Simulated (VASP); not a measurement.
Set up this calculation in VASP 6.6.1, as the native input.

* Task: relaxation of cell and atoms
* Functional: PBEsol
* Potentials or basis: VASP PAW PBE potentials, release 64 (Sc_sv)
* Cutoff: 600 eV
* k mesh: 10 × 10 × 10
* Occupations: fermi-dirac, width 0.05 eV
* Spin: no spin polarisation
* Dipole correction: no
* Further INCAR settings: ALGO = Fast; EDIFF = 1e-06; IBRION = 2; EDIFFG = -0.01; NSW = 60; ISIF = 3

The structure of Sc lies in POSCAR:

```
Sc
1.0
    3.2019616822      0.0000000000      0.0000000000
    1.5021078373      2.8441406042      0.0000000000
    1.5489936237      0.9264468030      2.6741812389
Sc
1
Direct
    0.0000000000      0.0000000000      0.0000000000
```

The input as run:

INCAR

```
ALGO = Fast
EDIFF = 1E-6
EDIFFG = -0.01
ENCUT = 600
GGA = PS
IBRION = 2
ISIF = 3
ISMEAR = -1
LASPH = True
LCHARG = False
LREAL = False
LWAVE = False
NELM = 100
NSW = 60
PREC = Accurate
SIGMA = 0.05
```

KPOINTS

```
k-points
0
Gamma
  10 10 10
```

Potentials or basis: VASP PAW PBE potentials, release 64 (Sc_sv).

Run with:

```bash
$ cat potpaw_PBE.64/Sc_sv/POTCAR > POTCAR
$ mpirun -np 1 vasp_std > vasp.out
```

Results of the run:

| Property | Result |
| --- | --- |
| Relaxed volume | 23.67 Å³/atom |
| Relaxed cell | a = 3.219 Å, b = 3.219 Å, c = 3.229 Å, α = 59.90°, β = 59.90°, γ = 60.21° |
| Space group after relaxing (to 0.1 Å) | Fm-3m (No. 225) |
| Energy gained by relaxing | 8.5 meV/atom |
| Ionic steps | 11 |
| Pressure after relaxing | 0.0 GPa |
| Band gap on the k mesh | zero (an odd number of electrons rules out a gap without spin polarisation) |

Caveat: the PAW data sets were made with another functional, which shifts forces and pressure a little.

Wall time 26 min on 1 thread of Oxide Virtual Turin-like Processor, with other jobs on the host, peak memory 0.26 GiB.
